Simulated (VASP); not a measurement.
# Mg3ZnC: single point with PBE

The system is Mg3ZnC.

```
Zn Mg C
1.0
     4.40693    0.00000    0.00000
     0.00000    4.40693    0.00000
     0.00000    0.00000    4.40693
Zn Mg C
1 3 1
Direct
  0.01440 0.00033 0.00425
  0.50443 0.00538 0.49590
  0.50987 0.50120 0.00169
  0.99869 0.49671 0.50050
  0.51042 0.50384 0.50644
```

- Program: VASP 6.6.1
- Task: single point
- Functional: PBE
- Potentials or basis: VASP PAW PBE potentials, release 64 (Zn, Mg, C)
- Cutoff: 520 eV
- k mesh: 5 × 5 × 5
- Occupations: gaussian, width 0.05 eV
- Spin: no spin polarisation
- Dipole correction: no
- Further INCAR settings: ALGO = Normal; EDIFF = 1e-06; NBANDS = 19

The pressure is -0.5 GPa. The largest force is 0.551 eV/Å and the band gap on the k mesh is zero (band 11 reaches 4.66 eV, above the bottom of band 12 at 1.71 eV).

Forces in eV/Å, atoms in the order of the input:
```
Zn  -0.065  0.005 -0.031
Mg  -0.004 -0.152  0.090
Mg  -0.064  0.039  0.113
Mg   0.543  0.088  0.038
C   -0.411  0.019 -0.209
```

Stress tensor (GPa, compression positive):
```
-0.38 -0.01  0.00
-0.01 -0.61 -0.01
 0.00 -0.01 -0.54
```

Levels at points of the mesh, in eV from the Fermi level:
| k point | band 8 | band 9 | band 10 | band 11 | band 12 | band 13 | band 14 | band 15 |
| --- | --- | --- | --- | --- | --- | --- | --- | --- |
| (0.00, 0.00, 0.00) | -2.57 | -2.57 | -2.57 | 1.71 | 1.72 | 2.76 | 2.77 | 2.77 |

Run time: 82 s on 1 thread of Intel(R) Xeon(R) Platinum 8259CL CPU @ 2.50GHz (Skylake/Cascade Lake), with other jobs on the host, peak memory 0.27 GiB.
